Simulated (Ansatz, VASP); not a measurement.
# AlV2C: VASP beside Ansatz

```
Al V C
1.0
     2.87912    0.00000    0.00000
    -1.43956    2.49339    0.00000
     0.00000    0.00000   13.02584
Al V C
2 4 2
Direct
  0.33333 0.66667 0.25000
  0.66667 0.33333 0.75000
  0.33333 0.66667 0.58501
  0.66667 0.33333 0.41499
  0.66667 0.33333 0.08501
  0.33333 0.66667 0.91499
  0.00000 0.00000 0.00000
  0.00000 0.00000 0.50000
```

Alike in both runs: functional PBEsol; k mesh 15 × 15 × 4; occupations gaussian, width 0.1 eV; no spin polarisation.

Ansatz relaxed the structure, and its values are those at the end. VASP's run is a single point on that final structure, the one shown.

|  | VASP | Ansatz |
| --- | --- | --- |
| version | VASP 6.6.1 | Ansatz 0.2.0 |
| potentials or method | VASP PAW PBE potentials, release 64 (Al, V_sv, C), cutoff 520 eV | scalar-relativistic, plane waves, PAW |
| valence electrons in the cell | 66 | 66 |

```csv
,VASP,Ansatz,Ansatz less VASP
gap on the k mesh at the Fermi level (eV),none,none,-
pressure (GPa),0.4,0.0,-0.38
rms of the force components (eV/Å),0.015,0.000,-0.0146
```

VASP's potentials were made for PBE, not for PBEsol. A gap of «none» marks a metal or a gap that the smearing closes.
